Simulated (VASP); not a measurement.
# Au (Fm-3m) in VASP: single point with r2SCAN

Aim: the single point of Au with r2SCAN.

All numbers are computed with VASP 6.6.1; they aren't measurements. Logs are shortened: lines on timing, memory, paths and dates and some standing lists are left out, and cuts for length are marked.

## Step 1: The cell of the first run

The structure is cubic, space group Fm-3m (No. 225). The conventional cell has a = 3.930 Å, b = 3.930 Å, c = 3.930 Å, α = 90.00°, β = 90.00°, γ = 90.00°. Au (site symmetry m-3m) has 12 Au at 2.78 Å within 3.7 Å.

## Step 2: Single point, r2SCAN

POSCAR

```
Au
1.0
    0.0000000000      1.9647922186      1.9647922186
    1.9647922186      0.0000000000      1.9647922186
    1.9647922186      1.9647922186      0.0000000000
Au
1
Direct
    0.0000000000      0.0000000000      0.0000000000
```

INCAR.step1

```
PREC = Accurate
ENCUT = 550
ISMEAR = 0
SIGMA = 0.1
LREAL = False
LASPH = True
NELM = 120
NBANDS = 12
GGA = PE
ALGO = Normal
EDIFF = 1E-5
LWAVE = True
LCHARG = False
GGA_COMPAT = False
```

INCAR.step2

```
PREC = Accurate
ENCUT = 550
EDIFF = 1E-6
ISMEAR = 0
SIGMA = 0.1
LREAL = False
LASPH = True
NELM = 120
ALGO = Normal
ISIF = 2
LWAVE = False
LCHARG = False
METAGGA = R2SCAN
LMIXTAU = True
NBANDS = 12
ISTART = 1
GGA_COMPAT = False
```

KPOINTS

```
regular mesh
0
Gamma
  8 8 8
```

Potentials or basis: VASP PAW PBE potentials, release 64 (Au).

Launch:

```
> cat potpaw_PBE.64/Au/POTCAR > POTCAR
> cp INCAR.step1 INCAR
> mpirun -np 1 vasp_std > vasp.out
> cp INCAR.step2 INCAR
> mpirun -np 1 vasp_std > vasp.out
```

OUTCAR:

```text
PREC = Accurate
   ENCUT = 550
   EDIFF = 1E-6
   ISMEAR = 0
   LREAL = False
   LASPH = True
   NELM = 120
   ISIF = 2
   METAGGA = R2SCAN
   ISTART = 1

 ion  position               nearest neighbor table
   1  0.000  0.000  0.000-

  LATTYP: Found a face centered cubic cell.
 ALAT       =     3.9295844372

  Lattice vectors:

 A1 = (   0.0000000000,   1.9647922186,   1.9647922186)
 A2 = (   1.9647922186,   0.0000000000,   1.9647922186)
 A3 = (   1.9647922186,   1.9647922186,   0.0000000000)

Analysis of symmetry for initial positions (statically):
=====================================================================
 Subroutine PRICEL returns:
 Original cell was already a primitive cell.

 Routine SETGRP: Setting up the symmetry group for a
 face centered cubic supercell.

 Subroutine GETGRP returns: Found 48 space group operations
 (whereof 48 operations were pure point group operations)
 out of a pool of 48 trial point group operations.

The static configuration has the point symmetry O_h .

Analysis of symmetry for dynamics (positions and initial velocities):
=====================================================================
 Subroutine PRICEL returns:
 Original cell was already a primitive cell.

 Routine SETGRP: Setting up the symmetry group for a
 face centered cubic supercell.

 Subroutine GETGRP returns: Found 48 space group operations
 (whereof 48 operations were pure point group operations)
 out of a pool of 48 trial point group operations.

The dynamic configuration has the point symmetry O_h .

 Subroutine INISYM returns: Found 48 space group operations
 (whereof 48 operations are pure point group operations),
 and found     1 'primitive' translations

----------------------------------------------------------------------------------------

                                     Primitive cell

  volume of cell :      15.1698

  direct lattice vectors                    reciprocal lattice vectors
     0.000000000  1.964792219  1.964792219    -0.254479835  0.254479835  0.254479835
     1.964792219  0.000000000  1.964792219     0.254479835 -0.254479835  0.254479835
     1.964792219  1.964792219  0.000000000     0.254479835  0.254479835 -0.254479835

  length of vectors
     2.778635803  2.778635803  2.778635803     0.440772004  0.440772004  0.440772004

  position of ions in fractional coordinates (direct lattice)
     0.000000000  0.000000000  0.000000000

  ion indices of the primitive-cell ions
   primitive index   ion index
[... 81 lines left out ...]
   POTIM  = 0.5000    time-step for ionic-motion
   TEBEG  =    0.0;   TEEND  =   0.0 temperature during run
   PSTRESS=    0.0 pullay stress
   NELECT =      11.0000    total number of electrons
   NUPDOWN=      -1.0000    fix difference up-down
   EMIN   =  10.00;   EMAX   =-10.00  energy-range for DOS
   EFERMI =   0.00;   METHOD = LEGACY
   ISMEAR =     0;   SIGMA  =   0.10  broadening in eV -4-tet -1-fermi 0-gaus
   EFERMI_NEDOS =   21; number of points for ismear=-14 and -15
   IALGO  =     38    algorithm
   IMIX   =      4    mixing-type and parameters
     AMIX     =   0.40;   BMIX     =  1.00
     AMIX_MAG =   1.60;   BMIX_MAG =  1.00
  volume/ion in A,a.u.               =      15.17       102.37
  Fermi-wavevector in a.u.,A,eV,Ry     =   1.470773  2.779359 29.431774  2.163174
  Thomas-Fermi vector in A             =   2.585990
   LORBIT       =      0    0 simple, 1 ext, 2 COOP (PROOUT), +10 PAW based schemes
   METAGGA = R2SCAN    functional components
   LHFCALC =     F    Hartree Fock is set to
   AEXX    =    0.0000 exact exchange contribution
   IVDW    =     0    specifies the selected vdW correction
   LEPSILON=     F    determine dielectric tensor
   LRPA    =     F    only Hartree local field effects (RPA)
 non-spin polarized calculation
 Gauss-broadening in eV      SIGMA  =   0.10
  energy-cutoff  :      550.00
  volume of cell :       15.17
 maximum number of plane-waves:       459
 NGX is ok and might be reduce to    24
   NGX = 11   NGY = 11   NGZ = 11

 number of electron      10.9999999 magnetization

 Free energy of the ion-electron system (eV)
  ---------------------------------------------------
  ext. energy  EPLUGINS =         0.00000000
  ---------------------------------------------------
  free energy    TOTEN  =       -50.31995721 eV

  energy without entropy =      -50.31685845  energy(sigma->0) =      -50.31840783

 E-fermi :  11.4379     XC(G=0): -14.4634

 val. band max:       11.3636121861   @ k =   0.5000   0.2500   0.1250
 cond. band min:      11.6406233121   @ k =   0.5000   0.3750   0.1250
 fundamental gap:      0.2770111261
 Fermi energy:        11.4379181317

 k-point     1 :       0.0000    0.0000    0.0000
  band No.  band energies     occupation
      1      -0.0536      2.00000
      2       5.7518      2.00000
      3       5.7518      2.00000
      4       5.7518      2.00000
      5       7.6404      2.00000
      6       7.6404      2.00000
      7      26.4852      0.00000
      8      31.3068      0.00000
      9      31.3068      0.00000
     10      31.3068      0.00000
     11      37.0256      0.00000
     12      42.9512      0.00000
[... 331 lines left out ...]
 k-point    24 :      -0.3750    0.2500    0.1250
  band No.  band energies     occupation
      1       3.8095      2.00000
      2       4.8910      2.00000
      3       6.2830      2.00000
      4       6.7653      2.00000
      5       8.9928      2.00000
      6      14.3563      0.00000
      7      15.1896      0.00000
      8      25.1546      0.00000
      9      25.9038      0.00000
     10      30.6049      0.00000
     11      37.6328      0.00000
     12      40.7457      0.00000

 [... further k-points ...]

------------------------ aborting loop because EDIFF is reached ----------------------------------------

  FORCE on cell =-STRESS in cart. coord.  units (eV):
  Direction    XX          YY          ZZ          XY          YZ          ZX
  --------------------------------------------------------------------------------------
  -------------------------------------------------------------------------------------
  Total        3.4526680      3.4526680      3.4526680      0.0000000      0.0000000     -0.0000000
  in kB      364.6578111    364.6578111    364.6578111      0.0000000      0.0000000     -0.0000000
  external PRESSURE =     364.6578111 kB  Pullay stress =       0.0000000 kB

 VOLUME and BASIS-vectors are now :
 -----------------------------------------------------------------------------
  energy-cutoff  :      550.00
  volume of cell :       15.17
      direct lattice vectors                 reciprocal lattice vectors
     0.000000000  1.964792219  1.964792219    -0.254479835  0.254479835  0.254479835
     1.964792219  0.000000000  1.964792219     0.254479835 -0.254479835  0.254479835
     1.964792219  1.964792219  0.000000000     0.254479835  0.254479835 -0.254479835

 POSITION                                       TOTAL-FORCE (eV/Angst)
 -----------------------------------------------------------------------------------
      0.00000      0.00000      0.00000         0.000000      0.000000      0.000000
 -----------------------------------------------------------------------------------
    total drift:                               -0.000000      0.000000      0.000000

  FREE ENERGIE OF THE ION-ELECTRON SYSTEM (eV)
  ---------------------------------------------------
  free  energy   TOTEN  =       -50.3199572075 eV

  energy  without entropy=      -50.3168584461  energy(sigma->0) =      -50.31840783
```

OUTCAR.step1:

```text
PREC = Accurate
   ENCUT = 550
   ISMEAR = 0
   LREAL = False
   LASPH = True
   NELM = 120
[... 575 lines left out ...]

 POSITION                                       TOTAL-FORCE (eV/Angst)
 -----------------------------------------------------------------------------------
      0.00000      0.00000      0.00000         0.000000      0.000000      0.000000
 -----------------------------------------------------------------------------------
    total drift:                               -0.000000      0.000000     -0.000000

  FREE ENERGIE OF THE ION-ELECTRON SYSTEM (eV)
  ---------------------------------------------------
  free  energy   TOTEN  =        -2.8918086816 eV

  energy  without entropy=       -2.8885536622  energy(sigma->0) =       -2.89018117
```

OSZICAR.step1:

```text
N       E                     dE             d eps       ncg     rms          rms(c)
DAV:   1     0.551409669606E+02    0.55141E+02   -0.59166E+03   704   0.879E+02
DAV:   2    -0.232093062671E+01   -0.57462E+02   -0.55070E+02   840   0.204E+02
DAV:   3    -0.314646900786E+01   -0.82554E+00   -0.82490E+00   828   0.232E+01
DAV:   4    -0.314898074404E+01   -0.25117E-02   -0.25116E-02   836   0.144E+00
DAV:   5    -0.314899714455E+01   -0.16401E-04   -0.16399E-04   848   0.108E-01    0.138E+01
DAV:   6    -0.292228754043E+01    0.22671E+00   -0.49788E-01   760   0.596E+00    0.839E+00
DAV:   7    -0.289473509030E+01    0.27552E-01   -0.92405E-02   792   0.255E+00    0.292E+00
DAV:   8    -0.289181050814E+01    0.29246E-02   -0.41443E-03   784   0.576E-01    0.235E-01
DAV:   9    -0.289180868157E+01    0.18266E-05   -0.21659E-05   816   0.426E-02
   1 F= -.28918087E+01 E0= -.28901812E+01  d E =-.325502E-02
```

Run time: 34 s. Hardware: 1 thread of Intel Xeon 8259CL, shared host; peak memory 0.15 GiB.

Results:

```
Free energy : -50.3200 eV
Pressure    : 36.5 GPa
```

Levels at points of the mesh, in eV from the Fermi level:
| k point | band 4 | band 5 | band 6 | band 7 | band 8 | band 9 |
| --- | --- | --- | --- | --- | --- | --- |
| (0.00, 0.00, 0.00) | -5.69 | -3.80 | -3.80 | 15.05 | 19.87 | 19.87 |
| (0.50, 0.00, 0.00) | -2.27 | -2.27 | -1.43 | 3.86 | 14.57 | 18.81 |
| (0.50, 0.50, 0.00) | -1.84 | -1.84 | 0.80 | 7.05 | 10.84 | 10.84 |

Caveat: the PAW data sets were made with another functional, which shifts forces and pressure a little; spin-orbit coupling is left out, which moves the levels of the heavy elements.
